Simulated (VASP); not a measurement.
# CaO (Fm-3m) in VASP: further runs

Runs on CaO. Level: PBE. Tasks: single point, relaxation of cell and atoms.

Program: VASP 6.6.1. These are calculated values, not measurements. Logs are shortened: lines on timing, memory, paths and dates and some standing lists are left out, and cuts for length are marked.

### Step 1. The cell of the first run

The structure is cubic, space group Fm-3m (No. 225). The conventional cell has a = 4.825 Å, b = 4.825 Å, c = 4.825 Å, α = 90.00°, β = 90.00°, γ = 90.00°. Within 3.2 Å of Ca (site symmetry m-3m) lie 6 O at 2.41 Å. Within 3.2 Å of O (site symmetry m-3m) lie 6 Ca at 2.41 Å.

### Step 2. Single point, PBE

The input, INCAR:

```
PREC = Accurate
ENCUT = 520
EDIFF = 1E-6
ISMEAR = 0
SIGMA = 0.1
LREAL = False
LASPH = True
NELM = 60
ALGO = Normal
ISIF = 2
LWAVE = False
LCHARG = False
GGA = PE
NBANDS = 15
```

The input, KPOINTS:

```
Automatic mesh
0
Gamma
  8 8 8
```

The input, POSCAR:

```
CaO
1.0
    0.0000000000      2.4125617475      2.4125617475
    2.4125617475      0.0000000000      2.4125617475
    2.4125617475      2.4125617475      0.0000000000
Ca O
1 1
Direct
    0.0000000000      0.0000000000      0.0000000000
    0.5000000000      0.5000000000      0.5000000000
```

Potentials or basis: VASP PAW PBE potentials, release 64 (Ca_sv, O).

Command:

```bash
cat potpaw_PBE.64/Ca_sv/POTCAR potpaw_PBE.64/O/POTCAR > POTCAR
mpirun -np 1 vasp_std > vasp.out
```

OUTCAR:

```text
PREC = Accurate
   ENCUT = 520
   EDIFF = 1E-6
   ISMEAR = 0
   LREAL = False
   LASPH = True
   NELM = 60
   ISIF = 2
   GGA = PE

 ion  position               nearest neighbor table
   1  0.000  0.000  0.000-   2 2.41   2 2.41   2 2.41   2 2.41   2 2.41   2 2.41
   2  0.500  0.500  0.500-   1 2.41   1 2.41   1 2.41   1 2.41   1 2.41   1 2.41

  LATTYP: Found a face centered cubic cell.
 ALAT       =     4.8251234950

  Lattice vectors:

 A1 = (   0.0000000000,   2.4125617475,   2.4125617475)
 A2 = (   2.4125617475,   0.0000000000,   2.4125617475)
 A3 = (   2.4125617475,   2.4125617475,   0.0000000000)

Analysis of symmetry for initial positions (statically):
=====================================================================
 Subroutine PRICEL returns:
 Original cell was already a primitive cell.

 Routine SETGRP: Setting up the symmetry group for a
 face centered cubic supercell.

 Subroutine GETGRP returns: Found 48 space group operations
 (whereof 48 operations were pure point group operations)
 out of a pool of 48 trial point group operations.

The static configuration has the point symmetry O_h .

Analysis of symmetry for dynamics (positions and initial velocities):
=====================================================================
 Subroutine PRICEL returns:
 Original cell was already a primitive cell.

 Routine SETGRP: Setting up the symmetry group for a
 face centered cubic supercell.

 Subroutine GETGRP returns: Found 48 space group operations
 (whereof 48 operations were pure point group operations)
 out of a pool of 48 trial point group operations.

The dynamic configuration has the point symmetry O_h .

 Subroutine INISYM returns: Found 48 space group operations
 (whereof 48 operations are pure point group operations),
 and found     1 'primitive' translations

----------------------------------------------------------------------------------------

                                     Primitive cell

  volume of cell :      28.0844

  direct lattice vectors                    reciprocal lattice vectors
     0.000000000  2.412561747  2.412561747    -0.207248582  0.207248582  0.207248582
     2.412561747  0.000000000  2.412561747     0.207248582 -0.207248582  0.207248582
     2.412561747  2.412561747  0.000000000     0.207248582  0.207248582 -0.207248582

  length of vectors
     3.411877543  3.411877543  3.411877543     0.358965073  0.358965073  0.358965073

  position of ions in fractional coordinates (direct lattice)
     0.000000000  0.000000000  0.000000000
     0.500000000  0.500000000  0.500000000

  ion indices of the primitive-cell ions
   primitive index   ion index
                 1           1
                 2           2

----------------------------------------------------------------------------------------

 KPOINTS: Automatic mesh

Automatic generation of k-mesh.
 Grid dimensions read from file:
 generate k-points for:    8    8    8

 Generating k-lattice:

  Cartesian coordinates                     Fractional coordinates (reciprocal lattice)
    -0.025906073  0.025906073  0.025906073     0.125000000  0.000000000  0.000000000
     0.025906073 -0.025906073  0.025906073     0.000000000  0.125000000  0.000000000
     0.025906073  0.025906073 -0.025906073     0.000000000  0.000000000  0.125000000

  Length of vectors
     0.044870634  0.044870634  0.044870634

  Shift w.r.t. Gamma in fractional coordinates (k-lattice)
     0.000000000  0.000000000  0.000000000

 Subroutine IBZKPT returns following result:
 ===========================================

 Found     29 irreducible k-points:

 Following reciprocal coordinates:
            Coordinates               Weight
  0.000000  0.000000  0.000000      1.000000
  0.125000  0.000000  0.000000      8.000000
  0.250000  0.000000  0.000000      8.000000
  0.375000  0.000000  0.000000      8.000000
  0.500000  0.000000  0.000000      4.000000
  0.125000  0.125000  0.000000      6.000000
[... 16 lines left out ...]
  0.500000  0.250000  0.125000     48.000000
 -0.375000  0.250000  0.125000     24.000000
 [... further k-points ...]
   k-points           NKPTS =     29   k-points in BZ     NKDIM =     29   number of bands    NBANDS=     15
   number of dos      NEDOS =    301   number of ions     NIONS =      2
   total plane-waves  NPLWV =  21952
   dimension x,y,z NGX =    28 NGY =   28 NGZ =   28
   dimension x,y,z NGXF=    56 NGYF=   56 NGZF=   56
   ions per type =               1   1
   NGX,Y,Z   is equivalent  to a cutoff of  13.64, 13.64, 13.64 a.u.
   NGXF,Y,Z  is equivalent  to a cutoff of  27.29, 27.29, 27.29 a.u.
 SYSTEM =  unknown system
   PREC   = accura    normal or accurate (medium, high low for compatibility)
   ISTART =      0    job   : 0-new  1-cont  2-samecut
   ICHARG =      2    charge: 1-file 2-atom 10-const
   ISPIN  =      1    spin polarized calculation?
   LNONCOLLINEAR =      F non collinear calculations
   LSORBIT =      F    spin-orbit coupling
   LASPH  =      T    aspherical Exc in radial PAW
   ENCUT  =  520.0 eV  38.22 Ry    6.18 a.u.   6.34  6.34  6.34*2*pi/ulx,y,z
   NELM   =     60;   NELMIN=  2; NELMDL= -5     # of ELM steps
   EDIFF  = 0.1E-05   stopping-criterion for ELM
   LREAL  =      F    real-space projection
   EDIFFG = 0.1E-04   stopping-criterion for IOM
   NSW    =      0    number of steps for IOM
   IBRION =     -1    ionic relax: 0-MD 1-quasi-New 2-CG
   NFREE  =      0    steps in history (QN), initial steepest desc. (CG)
   ISIF   =      2    stress and relaxation
   ISYM   =      2    0-nonsym 1-usesym 2-fastsym
   POTIM  = 0.5000    time-step for ionic-motion
   TEBEG  =    0.0;   TEEND  =   0.0 temperature during run
   PSTRESS=    0.0 pullay stress
   NELECT =      16.0000    total number of electrons
   NUPDOWN=      -1.0000    fix difference up-down
   EMIN   =  10.00;   EMAX   =-10.00  energy-range for DOS
   EFERMI =   0.00;   METHOD = LEGACY
   ISMEAR =     0;   SIGMA  =   0.10  broadening in eV -4-tet -1-fermi 0-gaus
   EFERMI_NEDOS =   21; number of points for ismear=-14 and -15
   IALGO  =     38    algorithm
   IMIX   =      4    mixing-type and parameters
     AMIX     =   0.40;   BMIX     =  1.00
     AMIX_MAG =   1.60;   BMIX_MAG =  1.00
  volume/ion in A,a.u.               =      14.04        94.76
  Fermi-wavevector in a.u.,A,eV,Ry     =   1.357145  2.564633 25.059805  1.841844
  Thomas-Fermi vector in A             =   2.484089
   LORBIT       =      0    0 simple, 1 ext, 2 COOP (PROOUT), +10 PAW based schemes
   GGA     = PE    functional components
   LHFCALC =     F    Hartree Fock is set to
   AEXX    =    0.0000 exact exchange contribution
   IVDW    =     0    specifies the selected vdW correction
   LEPSILON=     F    determine dielectric tensor
   LRPA    =     F    only Hartree local field effects (RPA)
 non-spin polarized calculation
 Gauss-broadening in eV      SIGMA  =   0.10
  energy-cutoff  :      520.00
  volume of cell :       28.08
 maximum number of plane-waves:       775
 NGX is ok and might be reduce to    28
   NGX = 13   NGY = 13   NGZ = 13

 number of electron      15.9999999 magnetization

 Free energy of the ion-electron system (eV)
  ---------------------------------------------------
  ext. energy  EPLUGINS =         0.00000000
  ---------------------------------------------------
  free energy    TOTEN  =       -12.80475511 eV

  energy without entropy =      -12.80475511  energy(sigma->0) =      -12.80475511

 E-fermi :   2.7589     XC(G=0): -10.4186

 val. band max:        2.2844238907   @ k =   0.0000   0.0000   0.0000
 cond. band min:       5.9227239036   @ k =   0.5000   0.5000   0.0000
 fundamental gap:      3.6383000129
 Fermi energy:         2.7588907912

 k-point     1 :       0.0000    0.0000    0.0000
  band No.  band energies     occupation
      1     -35.4009      2.00000
      2     -16.1730      2.00000
      3     -16.1730      2.00000
      4     -16.1730      2.00000
      5     -13.2253      2.00000
      6       2.2844      2.00000
      7       2.2844      2.00000
      8       2.2844      2.00000
      9       6.9033      0.00000
     10       8.4807      0.00000
     11       8.4807      0.00000
     12       8.4807      0.00000
     13       9.9641      0.00000
     14       9.9641      0.00000
     15      17.2829      0.00000

 k-point     2 :       0.1250    0.0000    0.0000
  band No.  band energies     occupation
      1     -35.3867      2.00000
      2     -16.3720      2.00000
      3     -16.1807      2.00000
      4     -16.1807      2.00000
      5     -13.0151      2.00000
      6       1.7535      2.00000
      7       2.0782      2.00000
      8       2.0782      2.00000
      9       7.5849      0.00000
     10       8.4406      0.00000
     11       8.7410      0.00000
     12       8.7410      0.00000
     13      10.3244      0.00000
     14      10.3244      0.00000
     15      17.8457      0.00000

 k-point     3 :       0.2500    0.0000    0.0000
  band No.  band energies     occupation
      1     -35.3523      2.00000
      2     -16.7746      2.00000
      3     -16.1993      2.00000
      4     -16.1993      2.00000
      5     -12.5842      2.00000
      6       0.7637      2.00000
      7       1.6360      2.00000
      8       1.6360      2.00000
      9       8.5023      0.00000
     10       9.0400      0.00000
     11       9.4234      0.00000
     12       9.4234      0.00000
     13      11.1922      0.00000
     14      11.1922      0.00000
     15      18.1016      0.00000

 k-point     4 :       0.3750    0.0000    0.0000
  band No.  band energies     occupation
      1     -35.3176      2.00000
      2     -17.1106      2.00000
      3     -16.2177      2.00000
      4     -16.2177      2.00000
      5     -12.2165      2.00000
      6      -0.0306      2.00000
      7       1.2513      2.00000
      8       1.2513      2.00000
      9       8.9498      0.00000
     10      10.2105      0.00000
     11      10.2105      0.00000
     12      10.2683      0.00000
     13      12.1385      0.00000
     14      12.1385      0.00000
     15      16.9403      0.00000
[... 307 lines left out ...]
 k-point    22 :       0.3750    0.2500    0.1250
  band No.  band energies     occupation
      1     -35.3272      2.00000
      2     -16.8119      2.00000
      3     -16.3257      2.00000
      4     -16.2340      2.00000
      5     -12.5391      2.00000
      6       0.4850      2.00000
      7       1.5185      2.00000
      8       1.7725      2.00000
      9       7.6395      0.00000
     10       9.3006      0.00000
     11      10.1040      0.00000
     12      10.4133      0.00000
     13      11.1814      0.00000
     14      12.3556      0.00000
     15      18.5567      0.00000

 k-point    23 :       0.5000    0.2500    0.1250
  band No.  band energies     occupation
      1     -35.2997      2.00000
      2     -16.9593      2.00000
      3     -16.3880      2.00000
      4     -16.2696      2.00000
      5     -12.3978      2.00000
      6       0.3035      2.00000
      7       1.2314      2.00000
      8       1.4500      2.00000
      9       8.1327      0.00000
     10       9.7080      0.00000
     11      10.6854      0.00000
     12      10.7716      0.00000
     13      12.1119      0.00000
     14      13.2798      0.00000
     15      16.9183      0.00000

 k-point    24 :      -0.3750    0.2500    0.1250
  band No.  band energies     occupation
      1     -35.2882      2.00000
      2     -17.0190      2.00000
      3     -16.4026      2.00000
      4     -16.2937      2.00000
      5     -12.3433      2.00000
      6       0.2518      2.00000
      7       1.1677      2.00000
      8       1.2446      2.00000
      9       8.9867      0.00000
     10       9.0660      0.00000
     11      10.9719      0.00000
     12      11.1341      0.00000
     13      12.3985      0.00000
     14      14.0890      0.00000
     15      15.9632      0.00000

 [... further k-points ...]

------------------------ aborting loop because EDIFF is reached ----------------------------------------

  FORCE on cell =-STRESS in cart. coord.  units (eV):
  Direction    XX          YY          ZZ          XY          YZ          ZX
  --------------------------------------------------------------------------------------
  -------------------------------------------------------------------------------------
  Total        0.1611592      0.1611592      0.1611592     -0.0000000     -0.0000000      0.0000000
  in kB        9.1939123      9.1939123      9.1939123     -0.0000000     -0.0000000      0.0000000
  external PRESSURE =       9.1939123 kB  Pullay stress =       0.0000000 kB

 VOLUME and BASIS-vectors are now :
 -----------------------------------------------------------------------------
  energy-cutoff  :      520.00
  volume of cell :       28.08
      direct lattice vectors                 reciprocal lattice vectors
     0.000000000  2.412561747  2.412561747    -0.207248582  0.207248582  0.207248582
     2.412561747  0.000000000  2.412561747     0.207248582 -0.207248582  0.207248582
     2.412561747  2.412561747  0.000000000     0.207248582  0.207248582 -0.207248582

 POSITION                                       TOTAL-FORCE (eV/Angst)
 -----------------------------------------------------------------------------------
      0.00000      0.00000      0.00000        -0.000000     -0.000000     -0.000000
      2.41256      2.41256      2.41256         0.000000      0.000000      0.000000
 -----------------------------------------------------------------------------------
    total drift:                                0.000000      0.000000      0.000000

  FREE ENERGIE OF THE ION-ELECTRON SYSTEM (eV)
  ---------------------------------------------------
  free  energy   TOTEN  =       -12.8047551090 eV

  energy  without entropy=      -12.8047551090  energy(sigma->0) =      -12.80475511
```

Wall time 12 s (1 thread of AMD EPYC 7R43 (Zen 3), shared host); peak memory 0.13 GiB.

What came out:

| Item | Value |
| --- | --- |
| Free energy | -12.8048 eV |
| Pressure | 0.9 GPa |
| Band gap on the k mesh | 3.64 eV, indirect (least direct gap 4.01 eV) |

(Continued in part 2 of 2.)
